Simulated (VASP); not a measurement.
# NaI (P1) in VASP: a series of runs

NaI is run at these levels: PBEsol; tasks: single point.

Everything below comes from runs of VASP 6.6.1. Logs are shortened: lines on timing, memory, paths and dates and some standing lists are left out, and cuts for length are marked.

## Step 1: The cell of the first run

The typed cell holds 16 atoms: a = 9.135 Å, b = 9.135 Å, c = 9.135 Å, α = 60.00°, β = 60.00°, γ = 60.00°.

## Step 2: Single point, PBEsol

INCAR reads:

```
SYSTEM = NaI
PREC     = Accurate       ! precision mode
ENCUT    = 520            ! plane-wave cutoff, eV
EDIFF    = 1E-6           ! SCF threshold, eV
ISMEAR   = -1             ! smearing method
SIGMA    = 0.146          ! smearing width, eV
LREAL    = Auto         
LASPH    = .TRUE.         ! aspherical terms in the spheres
NELM     = 100            ! most SCF steps
ALGO     = Normal         ! electronic algorithm
ISIF     = 2              ! what is computed and relaxed
LWAVE    = .FALSE.        ! write WAVECAR
LCHARG   = .FALSE.        ! write CHGCAR
GGA      = PS             ! functional
NBANDS   = 70             ! bands
```

KPOINTS reads:

```
regular mesh
0
G
  2 2 2
  0 0 0
```

POSCAR reads:

```
NaI
1.0
    0.0000000000      6.4594410906      6.4594410906
    6.4594410906      0.0000000000      6.4594410906
    6.4594410906      6.4594410906      0.0000000000
Na I
8 8
Direct
    0.0107173359      0.0319337226     -0.0573298827
    0.0090887120     -0.0036379308      0.4964418678
   -0.0019596897      0.5241824258     -0.0268087436
   -0.0306287335      0.5100768710      0.5205104363
    0.4976015657     -0.0209699257      0.0130610371
    0.4947948987     -0.0236645087      0.5164458431
    0.5005454736      0.4566119512      0.0418673994
    0.4897396626      0.5422253181      0.5033290736
    0.2594465955      0.2509398224      0.2529232757
    0.2476008338      0.2479277971      0.7551320511
    0.2429891345      0.7529718023      0.2421898393
    0.2423008397      0.7432609002      0.7587928942
    0.7516516417      0.2426342276      0.2461362334
    0.7616982539      0.2551355414      0.7512202576
    0.7512462660      0.7588720032      0.2430238124
    0.7485194047      0.7452219058      0.7492199297
```

Potentials or basis: VASP PAW PBE potentials, release 64 (Na_pv, I).

Run with:

```bash
$ cat potpaw_PBE.64/Na_pv/POTCAR potpaw_PBE.64/I/POTCAR > POTCAR
$ mpirun -np 1 vasp_std > vasp.out
```

OUTCAR:

```text
SYSTEM = NaI
   PREC = Accurate
   ENCUT = 520
   EDIFF = 1E-6
   ISMEAR = -1
   LREAL = Auto
   LASPH = .TRUE.
   NELM = 100
   ISIF = 2
   GGA = PS

 ion  position               nearest neighbor table
   1  0.011  0.032  0.943-  14 2.86  10 2.95  12 3.09
   2  0.009  0.996  0.496-
   3  0.998  0.524  0.973-  12 3.00  16 3.06
   4  0.969  0.510  0.521-  14 3.00  16 3.00
   5  0.498  0.979  0.013-  11 3.11  15 3.13
   6  0.495  0.976  0.516-  12 3.14  16 3.15
   7  0.501  0.457  0.042-   9 2.89  13 2.95
   8  0.490  0.542  0.503-  12 2.96  15 3.10
   9  0.259  0.251  0.253-   7 2.89
  10  0.248  0.248  0.755-   1 2.95
  11  0.243  0.753  0.242-   5 3.11
  12  0.242  0.743  0.759-   8 2.96   3 3.00   1 3.09   6 3.14
  13  0.752  0.243  0.246-   7 2.95
  14  0.762  0.255  0.751-   1 2.86   4 3.00
  15  0.751  0.759  0.243-   8 3.10   5 3.13
  16  0.749  0.745  0.749-   4 3.00   3 3.06   6 3.15

  LATTYP: Found a face centered cubic cell.
 ALAT       =    12.9188821812

  Lattice vectors:

 A1 = (   0.0000000000,   6.4594410906,   6.4594410906)
 A2 = (   6.4594410906,   0.0000000000,   6.4594410906)
 A3 = (   6.4594410906,   6.4594410906,   0.0000000000)

Analysis of symmetry for initial positions (statically):
=====================================================================
 Subroutine PRICEL returns:
 Original cell was already a primitive cell.

 Routine SETGRP: Setting up the symmetry group for a
 face centered cubic supercell.

 Subroutine GETGRP returns: Found  1 space group operations
 (whereof  1 operations were pure point group operations)
 out of a pool of 48 trial point group operations.

The static configuration has the point symmetry C_1 .

Analysis of symmetry for dynamics (positions and initial velocities):
=====================================================================
 Subroutine PRICEL returns:
 Original cell was already a primitive cell.

 Routine SETGRP: Setting up the symmetry group for a
 face centered cubic supercell.

 Subroutine GETGRP returns: Found  1 space group operations
 (whereof  1 operations were pure point group operations)
 out of a pool of 48 trial point group operations.

The dynamic configuration has the point symmetry C_1 .

 Subroutine INISYM returns: Found  1 space group operations
 (whereof  1 operations are pure point group operations),
 and found     1 'primitive' translations

----------------------------------------------------------------------------------------

                                     Primitive cell

  volume of cell :     539.0323

  direct lattice vectors                    reciprocal lattice vectors
     0.000000000  6.459441091  6.459441091    -0.077406078  0.077406078  0.077406078
     6.459441091  0.000000000  6.459441091     0.077406078 -0.077406078  0.077406078
     6.459441091  6.459441091  0.000000000     0.077406078  0.077406078 -0.077406078

  length of vectors
     9.135029196  9.135029196  9.135029196     0.134071260  0.134071260  0.134071260

  position of ions in fractional coordinates (direct lattice)
     0.010717336  0.031933723  0.942670117
     0.009088712  0.996362069  0.496441868
     0.998040310  0.524182426  0.973191256
     0.969371266  0.510076871  0.520510436
     0.497601566  0.979030074  0.013061037
     0.494794899  0.976335491  0.516445843
[... 8 lines left out ...]
     0.751246266  0.758872003  0.243023812
     0.748519405  0.745221906  0.749219930

  ion indices of the primitive-cell ions
   primitive index   ion index
                 1           1
                 2           2
                 3           3
                 4           4
                 5           5
                 6           6
[... 8 lines left out ...]
                15          15
                16          16

----------------------------------------------------------------------------------------

 KPOINTS: regular mesh

Automatic generation of k-mesh.
 Grid dimensions read from file:
 generate k-points for:    2    2    2

 Generating k-lattice:

  Cartesian coordinates                     Fractional coordinates (reciprocal lattice)
    -0.038703039  0.038703039  0.038703039     0.500000000  0.000000000  0.000000000
     0.038703039 -0.038703039  0.038703039     0.000000000  0.500000000  0.000000000
     0.038703039  0.038703039 -0.038703039     0.000000000  0.000000000  0.500000000

  Length of vectors
     0.067035630  0.067035630  0.067035630

  Shift w.r.t. Gamma in fractional coordinates (k-lattice)
     0.000000000  0.000000000  0.000000000

 Subroutine IBZKPT returns following result:
 ===========================================

 Found      8 irreducible k-points:

 Following reciprocal coordinates:
            Coordinates               Weight
  0.000000  0.000000  0.000000      1.000000
  0.500000  0.000000  0.000000      1.000000
  0.000000  0.500000  0.000000      1.000000
  0.000000  0.000000  0.500000      1.000000
  0.500000  0.500000  0.500000      1.000000
  0.500000  0.500000  0.000000      1.000000
  0.000000  0.500000  0.500000      1.000000
  0.500000  0.000000  0.500000      1.000000
   k-points           NKPTS =      8   k-points in BZ     NKDIM =      8   number of bands    NBANDS=     70
   number of dos      NEDOS =    301   number of ions     NIONS =     16
   total plane-waves  NPLWV = 343000
   dimension x,y,z NGX =    70 NGY =   70 NGZ =   70
   dimension x,y,z NGXF=   140 NGYF=  140 NGZF=  140
   ions per type =               8   8
   NGX,Y,Z   is equivalent  to a cutoff of  12.74, 12.74, 12.74 a.u.
   NGXF,Y,Z  is equivalent  to a cutoff of  25.48, 25.48, 25.48 a.u.
 SYSTEM =  NaI
   PREC   = accura    normal or accurate (medium, high low for compatibility)
   ISTART =      0    job   : 0-new  1-cont  2-samecut
   ICHARG =      2    charge: 1-file 2-atom 10-const
   ISPIN  =      1    spin polarized calculation?
   LNONCOLLINEAR =      F non collinear calculations
   LSORBIT =      F    spin-orbit coupling
   LASPH  =      T    aspherical Exc in radial PAW
   ENCUT  =  520.0 eV  38.22 Ry    6.18 a.u.  16.99 16.99 16.99*2*pi/ulx,y,z
   NELM   =    100;   NELMIN=  2; NELMDL= -5     # of ELM steps
   EDIFF  = 0.1E-05   stopping-criterion for ELM
   LREAL  =      T    real-space projection
   EDIFFG = 0.1E-04   stopping-criterion for IOM
   NSW    =      0    number of steps for IOM
   IBRION =     -1    ionic relax: 0-MD 1-quasi-New 2-CG
   NFREE  =      0    steps in history (QN), initial steepest desc. (CG)
   ISIF   =      2    stress and relaxation
   ISYM   =      2    0-nonsym 1-usesym 2-fastsym
   POTIM  = 0.5000    time-step for ionic-motion
   TEBEG  =    0.0;   TEEND  =   0.0 temperature during run
   PSTRESS=    0.0 pullay stress
   NELECT =     112.0000    total number of electrons
   NUPDOWN=      -1.0000    fix difference up-down
   EMIN   =  10.00;   EMAX   =-10.00  energy-range for DOS
   EFERMI =   0.00;   METHOD = LEGACY
   ISMEAR =    -1;   SIGMA  =   0.15  broadening in eV -4-tet -1-fermi 0-gaus
   EFERMI_NEDOS =   21; number of points for ismear=-14 and -15
   IALGO  =     38    algorithm
   IMIX   =      4    mixing-type and parameters
     AMIX     =   0.40;   BMIX     =  1.00
     AMIX_MAG =   1.60;   BMIX_MAG =  1.00
  volume/ion in A,a.u.               =      33.69       227.35
  Fermi-wavevector in a.u.,A,eV,Ry     =   0.969637  1.832348 12.792145  0.940196
  Thomas-Fermi vector in A             =   2.099706
   LORBIT       =      0    0 simple, 1 ext, 2 COOP (PROOUT), +10 PAW based schemes
   GGA     = PS    functional components
   LHFCALC =     F    Hartree Fock is set to
   AEXX    =    0.0000 exact exchange contribution
   IVDW    =     0    specifies the selected vdW correction
   LEPSILON=     F    determine dielectric tensor
   LRPA    =     F    only Hartree local field effects (RPA)
 non-spin polarized calculation
  energy-cutoff  :      520.00
  volume of cell :      539.03
 maximum number of plane-waves:     14512
 NGX is ok and might be reduce to    70
   NGX = 33   NGY = 33   NGZ = 33

 number of electron     111.9999999 magnetization

 Free energy of the ion-electron system (eV)
  ---------------------------------------------------
  ext. energy  EPLUGINS =         0.00000000
  ---------------------------------------------------
  free energy    TOTEN  =       -44.79235585 eV

  energy without entropy =      -44.79232837  energy(sigma->0) =      -44.79234211

 E-fermi :   2.7445     XC(G=0):  -7.8539

 val. band max:        0.8911189475   @ k =   0.0000   0.0000   0.0000
 cond. band min:       4.2738849498   @ k =   0.0000   0.0000   0.0000
 fundamental gap:      3.3827660023
 Fermi energy:         2.7444933644

 k-point     1 :       0.0000    0.0000    0.0000
  band No.  band energies     occupation
      1     -21.6327      2.00000
      2     -21.6268      2.00000
      3     -21.6258      2.00000
      4     -21.5748      2.00000
      5     -21.5737      2.00000
      6     -21.5716      2.00000
[... 60 lines left out ...]
     67       6.2775      0.00000
     68       8.0756      0.00000

 k-point     2 :       0.5000    0.0000    0.0000
  band No.  band energies     occupation
      1     -21.6327      2.00000
      2     -21.6268      2.00000
      3     -21.6258      2.00000
      4     -21.5747      2.00000
      5     -21.5738      2.00000
      6     -21.5716      2.00000
[... 60 lines left out ...]
     67       7.3697      0.00000
     68       7.4044      0.00000

 k-point     3 :       0.0000    0.5000    0.0000
  band No.  band energies     occupation
      1     -21.6327      2.00000
      2     -21.6268      2.00000
      3     -21.6258      2.00000
      4     -21.5748      2.00000
      5     -21.5737      2.00000
      6     -21.5716      2.00000
[... 344 lines left out ...]
     67       7.5202      0.00000
     68       7.5689      0.00000

 k-point     8 :       0.5000    0.0000    0.5000
  band No.  band energies     occupation
      1     -21.6327      2.00000
      2     -21.6268      2.00000
      3     -21.6258      2.00000
      4     -21.5748      2.00000
      5     -21.5737      2.00000
      6     -21.5716      2.00000
[... 60 lines left out ...]
     67       7.5009      0.00000
     68       7.5287      0.00000
 [bands above 68 left out]

------------------------ aborting loop because EDIFF is reached ----------------------------------------

  FORCE on cell =-STRESS in cart. coord.  units (eV):
  Direction    XX          YY          ZZ          XY          YZ          ZX
  --------------------------------------------------------------------------------------
  -------------------------------------------------------------------------------------
  Total       -0.0556554      0.7726597      1.3777560     -0.1748096      0.4249334      0.0272289
  in kB       -0.1654257      2.2965928      4.0951335     -0.5195904      1.2630387      0.0809330
  external PRESSURE =       2.0754335 kB  Pullay stress =       0.0000000 kB

 VOLUME and BASIS-vectors are now :
 -----------------------------------------------------------------------------
  energy-cutoff  :      520.00
  volume of cell :      539.03
      direct lattice vectors                 reciprocal lattice vectors
     0.000000000  6.459441091  6.459441091    -0.077406078  0.077406078  0.077406078
     6.459441091  0.000000000  6.459441091     0.077406078 -0.077406078  0.077406078
     6.459441091  6.459441091  0.000000000     0.077406078  0.077406078 -0.077406078

 POSITION                                       TOTAL-FORCE (eV/Angst)
 -----------------------------------------------------------------------------------
      6.29540      6.15835      0.27550         0.227576      0.554832     -0.298207
      9.64268      3.26544      6.49465        -0.000188     -0.174241      0.009375
      9.67220     12.73305      9.83271         0.006223      0.228660     -0.364423
      6.65702      9.62380      9.55641        -0.299848      0.047658      0.297621
      6.40835      3.29859      9.53822         0.079934     -0.119398      0.098800
      9.64253      6.53205      9.50268         0.089145     -0.089020      0.258321
[... 8 lines left out ...]
      6.47169      6.42243      9.75452        -0.053242      0.026864      0.011230
      9.65326      9.67456      9.64873         0.231687     -0.061027      0.016448
 -----------------------------------------------------------------------------------
    total drift:                                0.004745     -0.003325     -0.005616

  FREE ENERGIE OF THE ION-ELECTRON SYSTEM (eV)
  ---------------------------------------------------
  free  energy   TOTEN  =       -44.7923558451 eV

  energy  without entropy=      -44.7923283745  energy(sigma->0) =      -44.79234211
```

Wall time 4.9 min (1 thread of Intel Xeon 6975P-C (Granite Rapids), shared host); peak memory 0.74 GiB.

Results:

```
Free energy            : -44.7924 eV
Pressure               : 0.2 GPa
Largest force          : 0.670 eV/Å
Band gap on the k mesh : 3.38 eV
```

Forces on the atoms (eV/Å):
```
Na   0.228  0.555 -0.298
Na   0.000 -0.174  0.009
Na   0.006  0.229 -0.364
Na  -0.300  0.048  0.298
Na   0.080 -0.119  0.099
Na   0.089 -0.089  0.258
Na   0.069 -0.205  0.381
Na  -0.461 -0.023 -0.173
I   -0.012 -0.107 -0.481
I   -0.034  0.045  0.373
I    0.045  0.087 -0.057
I    0.089  0.047  0.161
I    0.112  0.319  0.088
I   -0.088 -0.577 -0.321
I   -0.053  0.027  0.011
I    0.232 -0.061  0.016
```

Stress tensor (GPa, compression positive):
```
-0.02 -0.05  0.01
-0.05  0.23  0.13
 0.01  0.13  0.41
```

Levels at points of the mesh, in eV from the valence-band top:
| k point | band 54 | band 55 | band 56 | band 57 | band 58 | band 59 |
| --- | --- | --- | --- | --- | --- | --- |
| (0.00, 0.00, 0.00) | -0.07 | -0.04 | 0.00 | 3.38 | 4.32 | 4.32 |
| (0.50, 0.00, 0.00) | -0.25 | -0.19 | -0.14 | 4.64 | 4.66 | 5.17 |
| (0.00, 0.50, 0.00) | -0.31 | -0.16 | -0.10 | 4.57 | 4.75 | 5.12 |
| (0.00, 0.00, 0.50) | -0.39 | -0.13 | -0.08 | 4.58 | 4.76 | 5.12 |
| (0.50, 0.50, 0.50) | -0.32 | -0.13 | -0.09 | 4.58 | 4.75 | 5.16 |
| (0.50, 0.50, 0.00) | -0.34 | -0.33 | -0.19 | 5.05 | 5.07 | 5.63 |
| (0.00, 0.50, 0.50) | -0.35 | -0.32 | -0.24 | 5.04 | 5.09 | 5.63 |
| (0.50, 0.00, 0.50) | -0.35 | -0.25 | -0.20 | 5.02 | 5.09 | 5.62 |

Caveat: the k points lie up to 0.42 Å⁻¹ apart; the PAW data sets were made with another functional, which shifts forces and pressure a little; spin-orbit coupling is left out, which moves the levels of the heavy elements.

(Continued in part 2 of 2.)
